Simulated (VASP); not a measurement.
Wanted: the native input for a VASP 6.6.1 run.

* Task: single point
* Functional: PBE
* Potentials or basis: VASP PAW PBE potentials, release 64 (Ge_d)
* Cutoff: 520 eV
* k mesh: 9 × 9 × 1
* Occupations: gaussian, width 0.1 eV
* Spin: no spin polarisation
* Dipole correction: yes
* Further INCAR settings: ALGO = Normal; EDIFF = 1e-06; NBANDS = 51

The structure of Ge lies in POSCAR:

```
Ge
1.0
    4.0581567079      0.0000000000      0.0000000000
   -2.0290783540      3.5144668016      0.0000000000
    0.0000000000      0.0000000000     22.5329916876
Ge
6
Direct
    0.3333333333      0.6666666667      0.3328452832
    0.6666666667      0.3333333333      0.3701445245
    0.6666666667      0.3333333333      0.4813503793
    0.3333333333      0.6666666667      0.5186496207
    0.3333333333      0.6666666667      0.6298554755
    0.6666666667      0.3333333333      0.6671547168
```

One way to write it, as run:

INCAR

```
  PREC = Accurate
  ENCUT = 520
  EDIFF = 1E-6
  ISMEAR = 0
  SIGMA = 0.1
  LREAL = False
  LASPH = True
  NELM = 100
  ALGO = Normal
  ISIF = 2
  LWAVE = False
  LCHARG = False
  LDIPOL = True
  IDIPOL = 3
  DIPOL = 0.5 0.5 0.500
  GGA = PE
  NBANDS = 51
```

KPOINTS

```
regular mesh
0
Gamma
  9 9 1
```

Potentials or basis: VASP PAW PBE potentials, release 64 (Ge_d).

Run with:

```sh
$ cat potpaw_PBE.64/Ge_d/POTCAR > POTCAR
$ mpirun -np 1 vasp_std > vasp.out
```

Results of the run:

The largest force is 0.309 eV/Å and the band gap on the k mesh is zero (bands 42 and 43 overlap by 0.40 eV).

Run time: 4 min on 1 thread of AMD EPYC 7R13 Processor (Zen 3) (shared host), peak memory 0.42 GiB.
